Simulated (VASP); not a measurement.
A run of VASP 6.6.1:

INCAR

```
PREC     = Accurate       # precision mode
ENCUT    = 520            # plane-wave cutoff, eV
EDIFF    = 1E-6           # SCF threshold, eV
ISMEAR   = -1             # smearing method
SIGMA    = 0.03           # smearing width, eV
LREAL    = F              # projectors in reciprocal space
LASPH    = T              # aspherical terms in the spheres
NELM     = 150            # most SCF steps
ALGO     = Normal         # electronic algorithm
ISIF     = 2              # what is computed and relaxed
LWAVE    = F              # write WAVECAR
LCHARG   = F              # write CHGCAR
ISPIN    = 2              # spin polarisation
MAGMOM   = 0 0.1 0 0      # initial moments
LORBIT   = 11             # projections on sites
NUPDOWN  = 0.1            # fixed moment
LMAXMIX  = 4              # l up to which the mixer works
GGA      = CA             # functional
NBANDS   = 28             # bands
```

Contents of KPOINTS:

```
Automatic mesh
0
Gamma
  10 10 10
```

File POSCAR:

```
NaTiO2
1.0
    1.5065914500      0.8698309792      5.3990454898
   -1.5065914500      0.8698309792      5.3990454898
    0.0000000000     -1.7396619584      5.3990454898
Na Ti O
1 1 2
Direct
    0.0000000000      0.0000000000      0.0000000000
    0.5000000000      0.5000000000      0.5000000000
    0.7638036100      0.7638036100      0.7638036100
    0.2361963900      0.2361963900      0.2361963900
```

Potentials or basis: VASP PAW LDA potentials, release 64 (Na_pv, Ti_sv, O).

Launch:

```sh
$ cat potpaw_LDA.64/Na_pv/POTCAR potpaw_LDA.64/Ti_sv/POTCAR potpaw_LDA.64/O/POTCAR > POTCAR
$ mpirun -np 1 vasp_std > vasp.out
```

Hardware: 1 thread of Intel(R) Xeon(R) Platinum 8259CL CPU @ 2.50GHz (Skylake/Cascade Lake), with other jobs on the host.

How long does it take, and how much memory?

Wall time 15 min on 1 thread of Intel(R) Xeon(R) Platinum 8259CL CPU @ 2.50GHz (Skylake/Cascade Lake), on a shared host, peak memory 0.37 GiB. Counts: scf iterations 15, k points 116.
